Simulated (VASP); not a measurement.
# MgS (Niningerite): single point with PBEsol

MgS (Niningerite):

```
S Mg
1.0
     0.00000    2.60165    2.60165
     2.60165    0.00000    2.60165
     2.60165    2.60165    0.00000
S Mg
1 1
Cartesian
  2.6362 2.6247 2.6092
  -0.0517 0.0080 0.0170
```

This cell differs from its parent crystal: atoms moved at random.

```json
{
 "Program": "VASP 6.6.1",
 "Task": "single point",
 "Functional": "PBEsol",
 "Potentials or basis": "VASP PAW PBE potentials, release 64 (S, Mg)",
 "Cutoff": "520 eV",
 "k mesh": "9 × 9 × 9",
 "Occupations": "fermi-dirac, width 0.05 eV",
 "Spin": "no spin polarisation"
}
```

The pressure is -0.9 GPa and the largest force is 0.256 eV/Å. The band gap on the k mesh is 2.84 eV, indirect (least direct gap 3.59 eV).

Forces in eV/Å, atoms in the order of the input:
```
S   -0.252 -0.041  0.026
Mg   0.252  0.041 -0.026
```

Stress tensor (GPa, compression positive):
```
-0.30 -0.02  0.01
-0.02 -1.18  0.00
 0.01  0.00 -1.20
```

Levels at points of the mesh, in eV from the valence-band top:
```
           k point  band 1  band 2  band 3  band 4  band 5  band 6  band 7  band 8  band 9
(0.00, 0.00, 0.00)  -12.68   -0.01    0.00    0.00    3.59    7.85    7.85    7.86   10.32
```

Run time: 2.1 min on 1 thread of AMD EPYC 7R43 64-Core Processor (Zen 3), with other jobs on the host, peak memory 0.23 GiB.

Caveat: the cell differs from its parent crystal (atoms moved at random); the PAW data sets were made with another functional, which shifts forces and pressure a little. A k mesh can miss the band edges.
